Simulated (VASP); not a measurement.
Set up this calculation in VASP 6.6.1, as the native input.

* Task: single point
* Functional: LDA
* Potentials or basis: VASP PAW LDA potentials, release 64 (Pt)
* Cutoff: 500 eV
* k mesh: 18 × 18 × 18
* Occupations: gaussian, width 0.1 eV
* Spin: no spin polarisation
* Dipole correction: no
* Further INCAR settings: ALGO = Normal; EDIFF = 1e-06; NBANDS = 11

The structure of Pt lies in POSCAR:

```
Pt
1.0
    0.0000000000      1.9467946929      1.9467946929
    1.9467946929      0.0000000000      1.9467946929
    1.9467946929      1.9467946929      0.0000000000
Pt
1
Direct
    0.0000000000      0.0000000000      0.0000000000
```

These files were run (other wordings do the same):

INCAR

```
  ALGO = Normal
  EDIFF = 1E-6
  ENCUT = 500
  GGA_COMPAT = F
  ISIF = 2
  ISMEAR = 0
  LASPH = T
  LCHARG = F
  LREAL = F
  LWAVE = F
  NBANDS = 11
  NELM = 120
  PREC = Accurate
  SIGMA = 0.1
```

KPOINTS

```
k-points
0
Gamma
  18 18 18
```

Potentials or basis: VASP PAW LDA potentials, release 64 (Pt).

Run with:

```sh
$ cat potpaw_LDA.64/Pt/POTCAR > POTCAR
$ mpirun -np 1 vasp_std > vasp.out
```

It gave:

```yaml
Pressure: 0.8 GPa
Band_gap_on_the_k_mesh: zero (band 5 reaches 12.08 eV, above the bottom of band 6 at 9.77 eV)
```

Caveat: spin-orbit coupling is left out, which moves the levels of the heavy elements.

Run time: 20 s on 1 thread of Intel(R) Xeon(R) Platinum 8488C (Sapphire Rapids) (shared host), peak memory 0.14 GiB.
